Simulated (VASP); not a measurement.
# Te (Fd-3m) in VASP: notebook

Runs on Te. Level: PBE. Tasks: single point.

All numbers are computed with VASP 6.6.1; they aren't measurements. Logs are shortened: lines on timing, memory, paths and dates and some standing lists are left out, and cuts for length are marked.

## Step 1: The cell of the first run

The structure is cubic, space group Fd-3m (No. 227). The conventional cell has a = 7.188 Å, b = 7.188 Å, c = 7.188 Å, α = 90.00°, β = 90.00°, γ = 90.00°. Within 4.1 Å of Te (site symmetry -43m) lie 4 Te at 3.11 Å.

## Step 2: Single point, PBE

The input, INCAR:

```
SYSTEM = Te
PREC     = Accurate       ! precision mode
ENCUT    = 500            ! plane-wave cutoff, eV
EDIFF    = 1E-6           ! SCF threshold, eV
ISMEAR   = -1             ! smearing method
SIGMA    = 0.1            ! smearing width, eV
LREAL    = .FALSE.        ! projectors in reciprocal space
LASPH    = .TRUE.         ! aspherical terms in the spheres
NELM     = 120            ! most SCF steps
ALGO     = Normal         ! electronic algorithm
ISIF     = 2              ! what is computed and relaxed
LWAVE    = .FALSE.        ! write WAVECAR
LCHARG   = .FALSE.        ! write CHGCAR
GGA      = PE             ! functional
NBANDS   = 13             ! bands
GGA_COMPAT= .FALSE.
```

The input, KPOINTS:

```
Automatic mesh
0
G
  4 4 4
  0 0 0
```

The input, POSCAR:

```
Te
1.0
   -3.5937720020      0.0000000000      3.5937720020
    0.0000000000      3.5937720020      3.5937720020
   -3.5937720020      3.5937720020      0.0000000000
Te
2
Direct
    0.0000000000      0.0000000000      0.0000000000
    0.2500000000      0.2500000000      0.2500000000
```

Potentials or basis: VASP PAW PBE potentials, release 64 (Te).

On the command line:

```
> cat potpaw_PBE.64/Te/POTCAR > POTCAR
> mpirun -np 1 vasp_std > vasp.out
```

OUTCAR:

```text
SYSTEM = Te
   PREC = Accurate
   ENCUT = 500
   EDIFF = 1E-6
   ISMEAR = -1
   LREAL = .FALSE.
   LASPH = .TRUE.
   NELM = 120
   ISIF = 2
   GGA = PE

 ion  position               nearest neighbor table
   1  0.000  0.000  0.000-   2 3.11   2 3.11   2 3.11   2 3.11
   2  0.250  0.250  0.250-   1 3.11   1 3.11   1 3.11   1 3.11

  LATTYP: Found a face centered cubic cell.
 ALAT       =     7.1875440040

  Lattice vectors:

 A1 = (  -3.5937720020,   0.0000000000,   3.5937720020)
 A2 = (   0.0000000000,   3.5937720020,   3.5937720020)
 A3 = (  -3.5937720020,   3.5937720020,   0.0000000000)

Analysis of symmetry for initial positions (statically):
=====================================================================
 Subroutine PRICEL returns:
 Original cell was already a primitive cell.

 Routine SETGRP: Setting up the symmetry group for a
 face centered cubic supercell.

 Subroutine GETGRP returns: Found 48 space group operations
 (whereof 24 operations were pure point group operations)
 out of a pool of 48 trial point group operations.

The static configuration has the point symmetry T_d .
 The point group associated with its full space group is O_h .

Analysis of symmetry for dynamics (positions and initial velocities):
=====================================================================
 Subroutine PRICEL returns:
 Original cell was already a primitive cell.

 Routine SETGRP: Setting up the symmetry group for a
 face centered cubic supercell.

 Subroutine GETGRP returns: Found 48 space group operations
 (whereof 24 operations were pure point group operations)
 out of a pool of 48 trial point group operations.

The dynamic configuration has the point symmetry T_d .
 The point group associated with its full space group is O_h .

 Subroutine INISYM returns: Found 48 space group operations
 (whereof 24 operations are pure point group operations),
 and found     1 'primitive' translations

----------------------------------------------------------------------------------------

                                     Primitive cell

  volume of cell :      92.8285

  direct lattice vectors                    reciprocal lattice vectors
    -3.593772002  0.000000000  3.593772002    -0.139129583 -0.139129583  0.139129583
     0.000000000  3.593772002  3.593772002     0.139129583  0.139129583  0.139129583
    -3.593772002  3.593772002  0.000000000    -0.139129583  0.139129583 -0.139129583

  length of vectors
     5.082361105  5.082361105  5.082361105     0.240979507  0.240979507  0.240979507

  position of ions in fractional coordinates (direct lattice)
     0.000000000  0.000000000  0.000000000
     0.250000000  0.250000000  0.250000000

  ion indices of the primitive-cell ions
   primitive index   ion index
                 1           1
                 2           2

----------------------------------------------------------------------------------------

 KPOINTS: Automatic mesh

Automatic generation of k-mesh.
 Grid dimensions read from file:
 generate k-points for:    4    4    4

 Generating k-lattice:

  Cartesian coordinates                     Fractional coordinates (reciprocal lattice)
    -0.034782396 -0.034782396  0.034782396     0.250000000  0.000000000  0.000000000
     0.034782396  0.034782396  0.034782396     0.000000000  0.250000000  0.000000000
    -0.034782396  0.034782396 -0.034782396     0.000000000  0.000000000  0.250000000

  Length of vectors
     0.060244877  0.060244877  0.060244877

  Shift w.r.t. Gamma in fractional coordinates (k-lattice)
     0.000000000  0.000000000  0.000000000

 Subroutine IBZKPT returns following result:
 ===========================================

 Found      8 irreducible k-points:

 Following reciprocal coordinates:
            Coordinates               Weight
  0.000000  0.000000  0.000000      1.000000
  0.250000  0.000000  0.000000      8.000000
  0.500000  0.000000  0.000000      4.000000
  0.250000  0.250000  0.000000      6.000000
  0.500000  0.250000  0.000000     24.000000
 -0.250000  0.250000  0.000000     12.000000
  0.500000  0.500000  0.000000      3.000000
 -0.250000  0.500000  0.250000      6.000000
   k-points           NKPTS =      8   k-points in BZ     NKDIM =      8   number of bands    NBANDS=     13
   number of dos      NEDOS =    301   number of ions     NIONS =      2
   total plane-waves  NPLWV =  64000
   dimension x,y,z NGX =    40 NGY =   40 NGZ =   40
   dimension x,y,z NGXF=    80 NGYF=   80 NGZF=   80
   ions per type =               2
   NGX,Y,Z   is equivalent  to a cutoff of  13.08, 13.08, 13.08 a.u.
   NGXF,Y,Z  is equivalent  to a cutoff of  26.17, 26.17, 26.17 a.u.
 SYSTEM =  Te
   PREC   = accura    normal or accurate (medium, high low for compatibility)
   ISTART =      0    job   : 0-new  1-cont  2-samecut
   ICHARG =      2    charge: 1-file 2-atom 10-const
   ISPIN  =      1    spin polarized calculation?
   LNONCOLLINEAR =      F non collinear calculations
   LSORBIT =      F    spin-orbit coupling
   LASPH  =      T    aspherical Exc in radial PAW
   ENCUT  =  500.0 eV  36.75 Ry    6.06 a.u.   9.27  9.27  9.27*2*pi/ulx,y,z
   NELM   =    120;   NELMIN=  2; NELMDL= -5     # of ELM steps
   EDIFF  = 0.1E-05   stopping-criterion for ELM
   LREAL  =      F    real-space projection
   EDIFFG = 0.1E-04   stopping-criterion for IOM
   NSW    =      0    number of steps for IOM
   IBRION =     -1    ionic relax: 0-MD 1-quasi-New 2-CG
   NFREE  =      0    steps in history (QN), initial steepest desc. (CG)
   ISIF   =      2    stress and relaxation
   ISYM   =      2    0-nonsym 1-usesym 2-fastsym
   POTIM  = 0.5000    time-step for ionic-motion
   TEBEG  =    0.0;   TEEND  =   0.0 temperature during run
   PSTRESS=    0.0 pullay stress
   NELECT =      12.0000    total number of electrons
   NUPDOWN=      -1.0000    fix difference up-down
   EMIN   =  10.00;   EMAX   =-10.00  energy-range for DOS
   EFERMI =   0.00;   METHOD = LEGACY
   ISMEAR =    -1;   SIGMA  =   0.10  broadening in eV -4-tet -1-fermi 0-gaus
   EFERMI_NEDOS =   21; number of points for ismear=-14 and -15
   IALGO  =     38    algorithm
   IMIX   =      4    mixing-type and parameters
     AMIX     =   0.40;   BMIX     =  1.00
     AMIX_MAG =   1.60;   BMIX_MAG =  1.00
  volume/ion in A,a.u.               =      46.41       313.22
  Fermi-wavevector in a.u.,A,eV,Ry     =   0.827767  1.564253  9.322685  0.685198
  Thomas-Fermi vector in A             =   1.940028
   LORBIT       =      0    0 simple, 1 ext, 2 COOP (PROOUT), +10 PAW based schemes
   GGA     = PE    functional components
   LHFCALC =     F    Hartree Fock is set to
   AEXX    =    0.0000 exact exchange contribution
   IVDW    =     0    specifies the selected vdW correction
   LEPSILON=     F    determine dielectric tensor
   LRPA    =     F    only Hartree local field effects (RPA)
 non-spin polarized calculation
  energy-cutoff  :      500.00
  volume of cell :       92.83
 maximum number of plane-waves:      2397
 NGX is ok and might be reduce to    40
   NGX = 19   NGY = 19   NGZ = 19

 number of electron      12.0000000 magnetization

 Free energy of the ion-electron system (eV)
  ---------------------------------------------------
  ext. energy  EPLUGINS =         0.00000000
  ---------------------------------------------------
  free energy    TOTEN  =        -5.43531681 eV

  energy without entropy =       -5.35825819  energy(sigma->0) =       -5.39678750

 E-fermi :   3.2636     XC(G=0):  -7.5284

 val. band max:        3.1039313642   @ k =   0.2500   0.0000   0.0000
 cond. band min:       3.2672828898   @ k =  -0.2500   0.2500   0.0000
 fundamental gap:      0.1633515256
 Fermi energy:         3.2635603195

 k-point     1 :       0.0000    0.0000    0.0000
  band No.  band energies     occupation
      1      -9.6503      2.00000
      2      -5.4611      2.00000
      3       0.2876      2.00000
      4       0.2876      2.00000
      5       0.2876      2.00000
      6       2.5779      1.99790
      7       2.5779      1.99790
      8       2.5779      1.99790
      9       6.9563      0.00000
     10       9.2037      0.00000
     11       9.2037      0.00000
     12      10.7009      0.00000
     13      10.7009      0.00000

 k-point     2 :       0.2500    0.0000    0.0000
  band No.  band energies     occupation
      1      -9.3379      2.00000
      2      -6.1792      2.00000
      3      -0.0462      2.00000
      4      -0.0462      2.00000
      5       0.0886      2.00000
      6       3.1039      1.66300
      7       3.1039      1.66300
      8       3.3872      0.44995
      9       8.0944      0.00000
     10       8.7515      0.00000
     11       8.7515      0.00000
     12      10.2229      0.00000
     13      12.5774      0.00000

 k-point     3 :       0.5000    0.0000    0.0000
  band No.  band energies     occupation
      1      -8.8624      2.00000
      2      -6.9991      2.00000
      3      -0.2916      2.00000
      4      -0.2916      2.00000
      5      -0.1668      2.00000
      6       3.4941      0.18129
      7       3.4941      0.18129
      8       4.7325      0.00000
      9       8.7798      0.00000
     10       8.8825      0.00000
     11       9.5665      0.00000
     12       9.5665      0.00000
     13      10.7893      0.00000
[... 49 lines left out ...]
 k-point     7 :       0.5000    0.5000    0.0000
  band No.  band energies     occupation
      1      -8.0080      2.00000
      2      -8.0080      2.00000
      3      -0.9106      2.00000
      4      -0.9106      2.00000
      5       1.6542      2.00000
      6       1.6542      2.00000
      7       5.1259      0.00000
      8       5.1259      0.00000
      9       8.3622      0.00000
     10       8.3622      0.00000
     11      10.8543      0.00000
     12      10.8543      0.00000
     13      11.7113      0.00000

 k-point     8 :      -0.2500    0.5000    0.2500
  band No.  band energies     occupation
      1      -8.0051      2.00000
      2      -8.0051      2.00000
      3      -1.0728      2.00000
      4      -1.0728      2.00000
      5       2.2508      1.99992
      6       2.2508      1.99992
      7       4.5157      0.00001
      8       4.5157      0.00001
      9       8.1617      0.00000
     10       8.1617      0.00000
     11      10.6134      0.00000
     12      10.6134      0.00000
     13      13.3949      0.00000

------------------------ aborting loop because EDIFF is reached ----------------------------------------

  FORCE on cell =-STRESS in cart. coord.  units (eV):
  Direction    XX          YY          ZZ          XY          YZ          ZX
  --------------------------------------------------------------------------------------
  -------------------------------------------------------------------------------------
  Total        0.1158762      0.1158762      0.1158762      0.0000000      0.0000000      0.0000000
  in kB        1.9999695      1.9999695      1.9999695      0.0000000      0.0000000      0.0000000
  external PRESSURE =       1.9999695 kB  Pullay stress =       0.0000000 kB

 VOLUME and BASIS-vectors are now :
 -----------------------------------------------------------------------------
  energy-cutoff  :      500.00
  volume of cell :       92.83
      direct lattice vectors                 reciprocal lattice vectors
    -3.593772002  0.000000000  3.593772002    -0.139129583 -0.139129583  0.139129583
     0.000000000  3.593772002  3.593772002     0.139129583  0.139129583  0.139129583
    -3.593772002  3.593772002  0.000000000    -0.139129583  0.139129583 -0.139129583

 POSITION                                       TOTAL-FORCE (eV/Angst)
 -----------------------------------------------------------------------------------
      0.00000      0.00000      0.00000        -0.000000      0.000000      0.000000
     -1.79689      1.79689      1.79689         0.000000     -0.000000     -0.000000
 -----------------------------------------------------------------------------------
    total drift:                               -0.000000     -0.000000      0.000000

  FREE ENERGIE OF THE ION-ELECTRON SYSTEM (eV)
  ---------------------------------------------------
  free  energy   TOTEN  =        -5.4353168060 eV

  energy  without entropy=       -5.3582581862  energy(sigma->0) =       -5.39678750
```

It took 9.6 s on 1 thread of Intel Xeon Platinum 8559C (Emerald Rapids), shared host; peak memory 0.22 GiB.

What came out:

```yaml
Free_energy: -5.4353 eV
Pressure: 0.2 GPa
Band_gap_on_the_k_mesh: zero (band 6 reaches 3.49 eV, above the bottom of band 7 at 2.58 eV)
```

Caveat: the k points lie up to 0.38 Å⁻¹ apart; spin-orbit coupling is left out, which moves the levels of the heavy elements.

## Step 3: Single point, PBE

The input, INCAR:

```
  ALGO = Normal
  EDIFF = 1E-6
  ENCUT = 500
  GGA = PE
  GGA_COMPAT = False
  ISIF = 2
  ISMEAR = -1
  LASPH = True
  LCHARG = True
  LELF = True
  LREAL = False
  LVHAR = True
  LWAVE = False
  NBANDS = 13
  NELM = 120
  PREC = Accurate
  SIGMA = 0.1
```

The input, KPOINTS:

```
k-points
0
Gamma
  4 4 4
```

POSCAR is that of step 2.

Potentials or basis: VASP PAW PBE potentials, release 64 (Te).

On the command line:

```
> cat potpaw_PBE.64/Te/POTCAR > POTCAR
> mpirun -np 1 vasp_std > vasp.out
```

It took 11 s on 1 thread of Intel Xeon Platinum 8559C (Emerald Rapids), shared host; peak memory 0.22 GiB.

It converged, with:

- Free energy: -5.4353 eV
- Pressure: 0.2 GPa
- Band gap on the k mesh: zero (band 6 reaches 3.49 eV, above the bottom of band 7 at 2.58 eV)

Levels at points of the mesh, in eV from the Fermi level:
| k point | band 4 | band 5 | band 6 | band 7 | band 8 | band 9 |
| --- | --- | --- | --- | --- | --- | --- |
| (0.00, 0.00, 0.00) | -2.98 | -2.98 | -0.69 | -0.69 | -0.69 | 3.69 |
| (0.50, 0.00, 0.00) | -3.56 | -3.43 | 0.23 | 0.23 | 1.47 | 5.52 |
| (0.50, 0.50, 0.00) | -4.17 | -1.61 | -1.61 | 1.86 | 1.86 | 5.10 |

Caveat: the k points lie up to 0.38 Å⁻¹ apart; spin-orbit coupling is left out, which moves the levels of the heavy elements.
